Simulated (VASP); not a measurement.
Set up this calculation in VASP 6.6.1, as the native input.

- Task: single point
- Functional: BLYP
- Dispersion: D4
- Potentials or basis: VASP PAW PBE potentials, release 64 (Ru_pv, Al)
- Cutoff: 520 eV
- k mesh: 9 × 9 × 9
- Occupations: fermi-dirac, width 0.05 eV
- Spin: no spin polarisation
- Dipole correction: no
- Further INCAR settings: ALGO = Normal; EDIFF = 1e-07; NBANDS = 16

The structure of AlRu lies in POSCAR:

```
AlRu
1.0
    2.9828051772      0.0000000000      0.0000000000
    0.0000000000      2.9828051772      0.0000000000
    0.0000000000      0.0000000000      2.9828051772
Ru Al
1 1
Direct
    0.5000000000      0.5000000000      0.5000000000
    0.0000000000      0.0000000000      0.0000000000
```

These files were run (other wordings do the same):

INCAR

```
PREC = Accurate
ENCUT = 520
EDIFF = 1E-7
ISMEAR = -1
SIGMA = 0.05
LREAL = F
LASPH = T
NELM = 60
ALGO = Normal
ISIF = 2
LWAVE = F
LCHARG = T
GGA = B5
ALDAX = 1.0
AGGAX = 1.0
AGGAC = 1.0
ALDAC = 0.0
IVDW = 13
VDW_S6 = 1.0
VDW_S8 = 2.34076671
VDW_A1 = 0.44488865
VDW_A2 = 4.0933009
LELF = T
LVHAR = T
NBANDS = 16
```

KPOINTS

```
Automatic mesh
0
Gamma
  9 9 9
```

Potentials or basis: VASP PAW PBE potentials, release 64 (Ru_pv, Al).

The run is started by

```sh
$ cat potpaw_PBE.64/Ru_pv/POTCAR potpaw_PBE.64/Al/POTCAR > POTCAR
$ mpirun -np 1 vasp_std > vasp.out
```

Results of the run:

- Pressure: 0.5 GPa
- Dispersion energy per atom: -0.917 eV

Caveat: the PAW data sets were made with another functional, which shifts forces and pressure a little; pairwise dispersion overbinds metals, which lowers pressure and volume.

It took 9.5 s on 1 thread of Intel(R) Xeon(R) 6975P-C (Granite Rapids), on a shared host, peak memory 0.14 GiB.
